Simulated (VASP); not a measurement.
# W6Cl (R-3) in VASP: relaxation of cell and atoms with PBE

Aim: the relaxation of cell and atoms of W6Cl with PBE.

All numbers are computed with VASP 6.6.1; they aren't measurements. Logs are shortened: lines on timing, memory, paths and dates and some standing lists are left out, and cuts for length are marked.

## (1) The cell of the first run

The structure is trigonal, space group R-3 (No. 148). Conventional cell: a = 6.284 Å, b = 6.284 Å, c = 13.387 Å, α = 90.00°, β = 90.00°, γ = 120.00°. Within 3.1 Å of W (site symmetry 1) lie 3 W at 2.32 to 2.51 Å. Cl (site symmetry -3) has 18 W at 3.29 to 3.66 Å within 4.3 Å.

## (2) Relaxation of cell and atoms, PBE

INCAR

```
SYSTEM = W6Cl
PREC = Accurate ; ENCUT = 600
EDIFF = 1E-6 ; ISMEAR = 0
SIGMA = 0.2 ; LREAL = .False.
LASPH = .True. ; NELM = 80
ALGO = Normal ; ISIF = 3
LWAVE = .False. ; LCHARG = .False.
GGA = PE ; IBRION = 2
NSW = 36 ; EDIFFG = -0.08
```

KPOINTS

```
Automatic mesh
0
Gamma
  3 3 3
  0 0 0
```

POSCAR

```
W6Cl
1.0
    3.1419359600      1.8139975700      4.4622289600
   -3.1419359600      1.8139975700      4.4622289600
    0.0000000000     -3.6279951500      4.4622289600
W Cl
6 1
Direct
    0.6064187300      0.0152863200      0.6249145700
    0.6249145700      0.6064187300      0.0152863200
    0.0152863200      0.6249145700      0.6064187300
    0.3935812700      0.9847136800      0.3750854300
    0.3750854300      0.3935812700      0.9847136800
    0.9847136800      0.3750854300      0.3935812700
    0.0000000000      0.0000000000      0.0000000000
```

Potentials or basis: VASP PAW PBE potentials, release 64 (W_sv, Cl).

On the command line:

```sh
$ cat potpaw_PBE.64/W_sv/POTCAR potpaw_PBE.64/Cl/POTCAR > POTCAR
$ mpirun -np 1 vasp_std > vasp.out
```

OUTCAR:

```text
SYSTEM = W6Cl
   PREC = Accurate
   ENCUT = 600
   EDIFF = 1E-6
   ISMEAR = 0
   LREAL = .False.
   LASPH = .True.
   NELM = 80
   ISIF = 3
   GGA = PE
   IBRION = 2
   NSW = 36
   EDIFFG = -0.08

 ion  position               nearest neighbor table
   1  0.606  0.015  0.625-   4 2.32   3 2.51   2 2.51   6 3.14   5 3.14
   2  0.625  0.606  0.015-   5 2.32   1 2.51   3 2.51   4 3.14   6 3.14
   3  0.015  0.625  0.606-   6 2.32   1 2.51   2 2.51   4 3.14   5 3.14
   4  0.394  0.985  0.375-   1 2.32   6 2.51   5 2.51   3 3.14   2 3.14
   5  0.375  0.394  0.985-   2 2.32   4 2.51   6 2.51   1 3.14   3 3.14
   6  0.985  0.375  0.394-   3 2.32   4 2.51   5 2.51   1 3.14   2 3.14
   7  0.000  0.000  0.000-

  LATTYP: Found a trigonal (rhomboedric) cell.
 ALAT       =     5.7509856592
 COS(alpha) =     0.4030470756

  Lattice vectors:

 A1 = (   3.1419359600,   1.8139975700,   4.4622289600)
 A2 = (  -3.1419359600,   1.8139975700,   4.4622289600)
 A3 = (   0.0000000000,  -3.6279951500,   4.4622289600)

Analysis of symmetry for initial positions (statically):
=====================================================================
 Subroutine PRICEL returns:
 Original cell was already a primitive cell.

 Routine SETGRP: Setting up the symmetry group for a
 trigonal (rhombohedral) supercell.

 Subroutine GETGRP returns: Found  6 space group operations
 (whereof  6 operations were pure point group operations)
 out of a pool of 12 trial point group operations.

The static configuration has the point symmetry S_6 .

Analysis of symmetry for dynamics (positions and initial velocities):
=====================================================================
 Subroutine PRICEL returns:
 Original cell was already a primitive cell.

 Routine SETGRP: Setting up the symmetry group for a
 trigonal (rhombohedral) supercell.

 Subroutine GETGRP returns: Found  6 space group operations
 (whereof  6 operations were pure point group operations)
 out of a pool of 12 trial point group operations.

The dynamic configuration has the point symmetry S_6 .

 Subroutine INISYM returns: Found  6 space group operations
 (whereof  6 operations are pure point group operations),
 and found     1 'primitive' translations

----------------------------------------------------------------------------------------

                                     Primitive cell

  volume of cell :     152.5939

  direct lattice vectors                    reciprocal lattice vectors
     3.141935960  1.813997570  4.462228960     0.159137553  0.091878109  0.074701082
    -3.141935960  1.813997570  4.462228960    -0.159137553  0.091878109  0.074701082
     0.000000000 -3.627995150  4.462228960     0.000000000 -0.183756218  0.074701082

  length of vectors
     5.750985659  5.750985659  5.750985663     0.198359773  0.198359773  0.198359772

  position of ions in fractional coordinates (direct lattice)
     0.606418730  0.015286320  0.624914570
     0.624914570  0.606418730  0.015286320
     0.015286320  0.624914570  0.606418730
     0.393581270  0.984713680  0.375085430
     0.375085430  0.393581270  0.984713680
     0.984713680  0.375085430  0.393581270
     0.000000000  0.000000000  0.000000000

  ion indices of the primitive-cell ions
   primitive index   ion index
                 1           1
                 2           2
                 3           3
                 4           4
                 5           5
                 6           6
                 7           7

----------------------------------------------------------------------------------------

 KPOINTS: Automatic mesh

Automatic generation of k-mesh.
 Grid dimensions read from file:
 generate k-points for:    3    3    3

 Generating k-lattice:

  Cartesian coordinates                     Fractional coordinates (reciprocal lattice)
     0.053045851  0.030626036  0.024900361     0.333333333  0.000000000  0.000000000
    -0.053045851  0.030626036  0.024900361     0.000000000  0.333333333  0.000000000
     0.000000000 -0.061252073  0.024900361     0.000000000  0.000000000  0.333333333

  Length of vectors
     0.066119924  0.066119924  0.066119924

  Shift w.r.t. Gamma in fractional coordinates (k-lattice)
     0.000000000  0.000000000  0.000000000

 Subroutine IBZKPT returns following result:
 ===========================================

 Found      6 irreducible k-points:

 Following reciprocal coordinates:
            Coordinates               Weight
  0.000000  0.000000  0.000000      1.000000
  0.333333 -0.000000 -0.000000      6.000000
  0.333333  0.333333 -0.000000      6.000000
 -0.333333  0.333333  0.000000      6.000000
  0.333333  0.333333  0.333333      2.000000
 -0.333333  0.333333  0.333333      6.000000
   k-points           NKPTS =      6   k-points in BZ     NKDIM =      6   number of bands    NBANDS=     54
   number of dos      NEDOS =    301   number of ions     NIONS =      7
   total plane-waves  NPLWV = 110592
   dimension x,y,z NGX =    48 NGY =   48 NGZ =   48
   dimension x,y,z NGXF=    96 NGYF=   96 NGZF=   96
   ions per type =               6   1
   NGX,Y,Z   is equivalent  to a cutoff of  13.88, 13.88, 13.88 a.u.
   NGXF,Y,Z  is equivalent  to a cutoff of  27.75, 27.75, 27.75 a.u.
 SYSTEM =  W6Cl
   PREC   = accura    normal or accurate (medium, high low for compatibility)
   ISTART =      0    job   : 0-new  1-cont  2-samecut
   ICHARG =      2    charge: 1-file 2-atom 10-const
   ISPIN  =      1    spin polarized calculation?
   LNONCOLLINEAR =      F non collinear calculations
   LSORBIT =      F    spin-orbit coupling
   LASPH  =      T    aspherical Exc in radial PAW
   ENCUT  =  600.0 eV  44.10 Ry    6.64 a.u.  11.49 11.49 11.49*2*pi/ulx,y,z
   NELM   =     80;   NELMIN=  2; NELMDL= -5     # of ELM steps
   EDIFF  = 0.1E-05   stopping-criterion for ELM
   LREAL  =      F    real-space projection
   EDIFFG = -.8E-01   stopping-criterion for IOM
   NSW    =     36    number of steps for IOM
   IBRION =      2    ionic relax: 0-MD 1-quasi-New 2-CG
   NFREE  =      1    steps in history (QN), initial steepest desc. (CG)
   ISIF   =      3    stress and relaxation
   ISYM   =      2    0-nonsym 1-usesym 2-fastsym
   POTIM  = 0.5000    time-step for ionic-motion
   TEBEG  =    0.0;   TEEND  =   0.0 temperature during run
   PSTRESS=    0.0 pullay stress
   NELECT =      91.0000    total number of electrons
   NUPDOWN=      -1.0000    fix difference up-down
   EMIN   =  10.00;   EMAX   =-10.00  energy-range for DOS
   EFERMI =   0.00;   METHOD = LEGACY
   ISMEAR =     0;   SIGMA  =   0.20  broadening in eV -4-tet -1-fermi 0-gaus
   EFERMI_NEDOS =   21; number of points for ismear=-14 and -15
   IALGO  =     38    algorithm
   IMIX   =      4    mixing-type and parameters
     AMIX     =   0.40;   BMIX     =  1.00
     AMIX_MAG =   1.60;   BMIX_MAG =  1.00
  volume/ion in A,a.u.               =      21.80       147.11
  Fermi-wavevector in a.u.,A,eV,Ry     =   1.377980  2.604005 25.835136  1.898829
  Thomas-Fermi vector in A             =   2.503084
   LORBIT       =      0    0 simple, 1 ext, 2 COOP (PROOUT), +10 PAW based schemes
   GGA     = PE    functional components
   LHFCALC =     F    Hartree Fock is set to
   AEXX    =    0.0000 exact exchange contribution
   IVDW    =     0    specifies the selected vdW correction
   LEPSILON=     F    determine dielectric tensor
   LRPA    =     F    only Hartree local field effects (RPA)
 conjugate gradient relaxation of ions
 non-spin polarized calculation
 Gauss-broadening in eV      SIGMA  =   0.20
  energy-cutoff  :      600.00
  volume of cell :      152.59
 maximum number of plane-waves:      5112
 NGX is ok and might be reduce to    48
   NGX = 23   NGY = 23   NGZ = 23

--------------------------------------- Ionic step        1  -------------------------------------------

 number of electron      91.0000003 magnetization

 Free energy of the ion-electron system (eV)
  ---------------------------------------------------
  ext. energy  EPLUGINS =         0.00000000
  ---------------------------------------------------
  free energy    TOTEN  =       -66.03581881 eV

  energy without entropy =      -65.90974190  energy(sigma->0) =      -65.97278035

------------------------ aborting loop because EDIFF is reached ----------------------------------------

  FORCE on cell =-STRESS in cart. coord.  units (eV):
  Direction    XX          YY          ZZ          XY          YZ          ZX
  --------------------------------------------------------------------------------------
  -------------------------------------------------------------------------------------
  Total       -3.3726245     -3.3726245      9.6594448     -0.0000001     -0.0000000     -0.0000000
  in kB      -35.4112646    -35.4112646    101.4204690     -0.0000009     -0.0000001     -0.0000000
  external PRESSURE =      10.1993133 kB  Pullay stress =       0.0000000 kB
[... 104 lines left out ...]
  FREE ENERGIE OF THE ION-ELECTRON SYSTEM (eV)
  ---------------------------------------------------
  free  energy   TOTEN  =       -67.8306064863 eV

  energy  without entropy=      -67.6972846084  energy(sigma->0) =      -67.76394555

 E-fermi :   9.8869     XC(G=0): -12.8332

 val. band max:        9.8426640749   @ k =   0.3333   0.3333   0.3333
 cond. band min:       9.9139615485   @ k =  -0.3333   0.3333   0.3333
 fundamental gap:      0.0712974736
 Fermi energy:         9.8868833322

 k-point     1 :       0.0000    0.0000    0.0000
  band No.  band energies     occupation
      1     -64.0661      2.00000
      2     -63.9886      2.00000
      3     -63.9778      2.00000
      4     -63.9778      2.00000
      5     -63.9777      2.00000
      6     -63.9777      2.00000
[... 331 lines left out ...]
     53      12.2110      0.00000
     54      12.5554      0.00000

[... ionic steps 4 to 26 ...]

--------------------------------------- Ionic step       27  -------------------------------------------

 number of electron      91.0000000 magnetization

------------------------ aborting loop because EDIFF is reached ----------------------------------------

  FORCE on cell =-STRESS in cart. coord.  units (eV):
  Direction    XX          YY          ZZ          XY          YZ          ZX
  --------------------------------------------------------------------------------------
  -------------------------------------------------------------------------------------
  Total       -0.1285076     -0.1285076     -0.7807783      0.0000001      0.0000000     -0.0000000
  in kB       -1.7909019     -1.7909019    -10.8810490      0.0000016      0.0000000     -0.0000000
  external PRESSURE =      -4.8209510 kB  Pullay stress =       0.0000000 kB
[... 67 lines left out ...]
  energy  without entropy=      -73.8159497811  energy(sigma->0) =      -73.86892318

--------------------------------------- Ionic step       29  -------------------------------------------

 number of electron      91.0000001 magnetization

 Free energy of the ion-electron system (eV)
  ---------------------------------------------------
  ext. energy  EPLUGINS =         0.00000000
  ---------------------------------------------------
  free energy    TOTEN  =       -73.92318306 eV

  energy without entropy =      -73.81808820  energy(sigma->0) =      -73.87063563

 E-fermi :  10.4453     XC(G=0): -13.0564

 val. band max:       10.4429105879   @ k =  -0.3333   0.3333   0.3333
 cond. band min:      10.4649440844   @ k =   0.3333   0.3333   0.3333
 fundamental gap:      0.0220334965
 Fermi energy:        10.4453179132

 k-point     1 :       0.0000    0.0000    0.0000
  band No.  band energies     occupation
      1     -63.4515      2.00000
      2     -63.3531      2.00000
      3     -63.3531      2.00000
      4     -63.3353      2.00000
      5     -63.3353      2.00000
      6     -63.3340      2.00000
[... 365 lines left out ...]
  FREE ENERGIE OF THE ION-ELECTRON SYSTEM (eV)
  ---------------------------------------------------
  free  energy   TOTEN  =       -73.9231830568 eV

  energy  without entropy=      -73.8180881983  energy(sigma->0) =      -73.87063563

 reached required accuracy - stopping structural energy minimisation
```

Run time: 11 min. Hardware: 1 thread of Intel Xeon 6975P-C (Granite Rapids), shared host; peak memory 0.37 GiB.

Results:

```
Free energy                            : -73.9232 eV
Relaxed volume                         : 16.40 Å³/atom
Relaxed cell                           : a = 5.526 Å, b = 5.526 Å, c = 5.526 Å, α = 58.34°, β = 58.34°, γ = 58.34°
Space group after relaxing (to 0.05 Å) : R-3 (No. 148)
Energy gained by relaxing              : 1126.8 meV/atom
Ionic steps                            : 29
Pressure after relaxing                : -0.1 GPa
Largest force after relaxing           : 0.054 eV/Å
```

Forces in eV/Å, atoms in the order of the input:
```
W   -0.046  0.018  0.021
W    0.008 -0.049  0.021
W    0.038  0.031  0.021
W    0.046 -0.018 -0.021
W   -0.008  0.049 -0.021
W   -0.038 -0.031 -0.021
Cl   0.000  0.000  0.000
```

Stress tensor (GPa, compression positive):
```
 0.05  0.00  0.00
 0.00  0.05  0.00
 0.00  0.00 -0.47
```

The path:
```
step  energy change (eV)  largest force (eV/Å)  pressure (GPa)  volume (Å³)
   1              0.0000                3.6168            1.02       152.59
   2             -1.7962                0.6578          -14.77       155.27
   3             -1.7948                0.6710          -14.53       155.20
   4             -2.9183                2.6606            5.42       132.63
   5             -2.9528                2.3692            1.69       135.39
   6             -3.5947                1.5709            5.33       129.28
   7             -3.6296                1.5788            7.79       127.35
   8             -4.0679                1.1338           -5.13       134.17
   9             -4.0684                1.1269           -5.50       134.40
  10             -4.6039                1.1984           -5.29       131.58
  11             -6.1200                1.4613           -2.76       122.94
  12             -4.0296                3.1327           35.95       105.13
  13             -6.3138                1.6556            0.95       119.02
  14             -6.3904                1.8378            5.58       115.13
  15             -6.5671                1.6902            4.98       114.63
  16             -6.7605                1.2207            4.90       113.13
  17             -6.7741                1.2946            4.58       113.46
  18             -6.9939                1.0377            1.86       114.35
  19             -7.4189                0.3923           -4.75       116.95
  20             -7.4965                0.6024          -12.68       121.82
  21             -7.5725                0.2391           -9.86       119.67
  22             -7.7918                0.4489           -3.94       116.54
  23             -7.8224                0.5820           -0.84       115.13
  24             -7.8228                0.5996           -0.43       114.95
  25             -7.8480                0.4652           -0.05       114.72
  26             -7.8813                0.0771            1.45       114.03
  27             -7.8859                0.0709           -0.48       114.97
  28             -7.8861                0.0663           -0.21       114.83
  29             -7.8874                0.0537           -0.13       114.82
```

Final structure:
```
CELL_PARAMETERS angstrom
2.69369 1.55520 4.56796
-2.69369 1.55520 4.56796
0.00000 -3.11041 4.56796
ATOMIC_POSITIONS crystal
W 0.47842 0.08940 0.69245
W 0.69245 0.47842 0.08940
W 0.08940 0.69245 0.47842
W 0.52158 0.91060 0.30755
W 0.30755 0.52158 0.91060
W 0.91060 0.30755 0.52158
Cl 0.00000 0.00000 0.00000
```

Caveat: the k points lie up to 0.47 Å⁻¹ apart in the final cell; the volume moved by over 15 % at a fixed basis, so the end points are rough; spin-orbit coupling is left out, which moves the levels of the heavy elements; an odd number of electrons without spin polarisation forces a metal; a magnetic or distorted state may lie lower; the relaxation stopped at a loose force limit of 0.08 eV/Å, so its end isn't a converged minimum.
